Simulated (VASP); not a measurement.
## Hf: single point with RPBE

The system is Hf.

```xyz
2
Lattice="3.0984 0.0000 0.0000 -1.5492 2.6833 0.0000 0.0000 0.0000 4.9043" Properties=species:S:1:pos:R:3 pbc="T T T"
Hf    0.0000    1.7888    1.2261
Hf    1.5492    0.8944    3.6782
```

This cell differs from its parent crystal: volume scaled by 0.88.

```json
{
  "Program": "VASP 6.6.1",
  "Task": "single point",
  "Functional": "RPBE",
  "Potentials or basis": "VASP PAW PBE potentials, release 64 (Hf_pv)",
  "Cutoff": "520 eV",
  "k mesh": "18 × 18 × 10",
  "Occupations": "fermi-dirac, width 0.1 eV",
  "Spin": "no spin polarisation"
}
```

```json
{
  "Pressure": "15.5 GPa",
  "Band gap on the k mesh": "zero (band 10 reaches 6.90 eV, above the bottom of band 11 at 5.31 eV)"
}
```

Stress tensor (GPa, compression positive):
```
15.36  0.00  0.00
 0.00 15.36  0.00
 0.00  0.00 15.89
```

Levels at points of the mesh, in eV from the Fermi level:
```csv
k point,band 7,band 8,band 9,band 10,band 11,band 12,band 13,band 14
"(0.00, 0.00, 0.00)",-7.68,-3.99,0.98,1.23,1.23,1.54,2.16,2.16
"(0.50, 0.00, 0.00)",-3.49,-3.09,-2.52,-0.63,0.81,1.02,1.89,6.57
"(0.00, 0.00, 0.50)",-5.53,-5.53,0.13,0.13,1.11,1.11,1.11,1.11
"(0.50, 0.00, 0.50)",-3.70,-3.70,-1.14,-1.14,1.51,1.51,2.90,2.90
```

Wall time 48 s on 1 thread of Intel Xeon 6975P-C (shared host), peak memory 0.25 GiB.

Caveat: the PAW data sets were made with another functional, which shifts forces and pressure a little; spin-orbit coupling is left out, which moves the levels of the heavy elements.
